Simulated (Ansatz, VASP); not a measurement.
## One calculation of Ba, two programs

Contents of INCAR:

```
SYSTEM = Ba
PREC = Accurate
ENCUT = 520
EDIFF = 1E-6
ISMEAR = 0
SIGMA = 0.15
LREAL = .FALSE.
LASPH = .TRUE.
NELM = 80
ALGO = Fast
ISIF = 2
LWAVE = .FALSE.
LCHARG = .TRUE.
GGA = PS
LELF = .TRUE.
LVHAR = .TRUE.
NBANDS = 11
```

File KPOINTS:

```
Automatic mesh
0
G
  12 12 14
  0 0 0
```

The input POSCAR:

```
Ba
1.0
    3.9996500000      0.0000000000      0.0000000000
    0.0000000000      3.9996500000      0.0000000000
    0.0000000000      0.0000000000      3.4973728300
Ba
1
Direct
    0.5000000000      0.5000000000      0.5000000000
```

Input for Ansatz:

```yaml
crystal:
  lattice:
    - [3.99965, 0.0, 0.0]
    - [0.0, 3.99965, 0.0]
    - [0.0, 0.0, 3.49737283]
  atoms:
    - { symbol: Ba, position: [0.5, 0.5, 0.5] }
basis:
  ecutwfc: 420
kpoints:
  mp_grid: { grid: [12, 12, 14] }
hamiltonian:
  xc: pbesol
scf:
  occupations: { method: gaussian, width: 0.15 }
output:
  forces: true
  stress: true
  eigenvalues: true
```

Change from the starting cell: strain +0.000 along x and y, -0.030 along z, atoms carried along.

Alike in both runs: task single point; functional PBEsol; k mesh 12 × 12 × 14; occupations gaussian, width 0.15 eV; no spin polarisation.

```csv
,VASP,Ansatz
version,VASP 6.6.1,Ansatz 0.2.0
potentials or method,"VASP PAW PBE potentials, release 64 (Ba_sv), cutoff 520 eV","scalar-relativistic, plane waves, PAW"
valence electrons in the cell,10,10
```

Ansatz gave:

| Property | Result |
| --- | --- |
| gap on the k mesh at the Fermi level (eV) | none |
| pressure (GPa) | 0.0 |
| traceless stress, the component that is largest in VASP (GPa) | 3.40 |

Task: Estimate VASP's values.

Result: gap on the k mesh at the Fermi level (eV): none; pressure (GPa): 0.3; traceless stress, the component that is largest in VASP (GPa): 3.59.

VASP's potentials were made for PBE, not for PBEsol. A gap of «none» marks a metal or a gap that the smearing closes.

Neither program's run includes spin-orbit coupling.
